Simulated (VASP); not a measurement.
Write the native input for VASP 6.6.1 that does the following.

| Item | Value |
| --- | --- |
| Task | single point |
| Functional | PBEsol |
| Potentials or basis | VASP PAW PBE potentials, release 64 (Si, C) |
| Cutoff | 520 eV |
| k mesh | 12 × 12 × 4 |
| Occupations | gaussian, width 0.05 eV |
| Spin | no spin polarisation |
| Dipole correction | no |
| Further INCAR settings | ALGO = Normal; EDIFF = 1e-06; NBANDS = 26 |

The structure of SiC lies in POSCAR:

```
SiC
1.0
    3.2935000000      0.0000000000      0.0000000000
   -1.6467500000      2.8522546674      0.0000000000
    0.0000000000      0.0000000000      9.5384000000
Si C
4 4
Direct
    0.6666666667      0.3333333333      0.9378278494
    0.3333333333      0.6666666667      0.4378278494
    0.0000000000      0.0000000000      0.6878973398
    0.0000000000      0.0000000000      0.1878973398
    0.6666666667      0.3333333333      0.7498191768
    0.3333333333      0.6666666667      0.2498191768
    0.0000000000      0.0000000000      0.5004546340
    0.0000000000      0.0000000000      0.0004546340
```

One way to write it, as run:

INCAR

```
SYSTEM = SiC
PREC = Accurate ; ENCUT = 520
EDIFF = 1E-6 ; ISMEAR = 0
SIGMA = 0.05 ; LREAL = .FALSE.
LASPH = .TRUE. ; NELM = 80
ALGO = Normal ; ISIF = 2
LWAVE = .FALSE. ; LCHARG = .TRUE.
GGA = PS ; LELF = .TRUE.
LVHAR = .TRUE. ; NBANDS = 26
```

KPOINTS

```
regular mesh
0
G
  12 12 4
  0 0 0
```

Potentials or basis: VASP PAW PBE potentials, release 64 (Si, C).

Run with:

```sh
$ cat potpaw_PBE.64/Si/POTCAR potpaw_PBE.64/C/POTCAR > POTCAR
$ mpirun -np 1 vasp_std > vasp.out
```

Results of the run:

| Quantity | Value |
| --- | --- |
| Pressure | -11.0 GPa |
| Largest force | 1.545 eV/Å |
| Band gap on the k mesh | 1.40 eV, indirect (least direct gap 2.34 eV) |

Caveat: the PAW data sets were made with another functional, which shifts forces and pressure a little.

Wall time 90 s on 1 thread of Intel(R) Xeon(R) Platinum 8488C (Sapphire Rapids), on a shared host, peak memory 0.24 GiB.
